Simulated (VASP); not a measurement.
CaSe:

```
Ca Se
1.0
     0.00000    3.41140    3.01310
     3.41140    0.00000    3.01310
     3.41140    3.41140    0.00000
Ca Se
1 1
Direct
  0.00000 0.00000 0.00000
  0.25000 0.25000 0.25000
```

This cell differs from its parent crystal: epitaxial xy strain +4.0%.

Base run:

- Program: VASP 6.6.1
- Functional: PBE
- Potentials or basis: VASP PAW PBE potentials, release 64 (Ca_sv, Se)
- Cutoff: 520 eV
- k mesh: 6 × 6 × 6
- Occupations: fermi-dirac, width 0.02 eV
- Spin: no spin polarisation

Its results: band gap on the k mesh 3.05 eV (least direct gap 3.18 eV); pressure 0.4 GPa.

Problem. The run is repeated on the same cell with these changes: functional from PBE to r2SCAN; occupations from fermi-dirac, width 0.02 eV to gaussian, width 0.01 eV. What comes out?

Solution. Band gap on the k mesh 3.53 eV (least direct gap 3.66 eV); pressure 0.1 GPa.

Caveats: the structure was generated, so it needn't be the stable form of CaSe; the PAW data sets were made with another functional, which shifts forces and pressure a little (at least some runs).

A k mesh can miss the band edges.
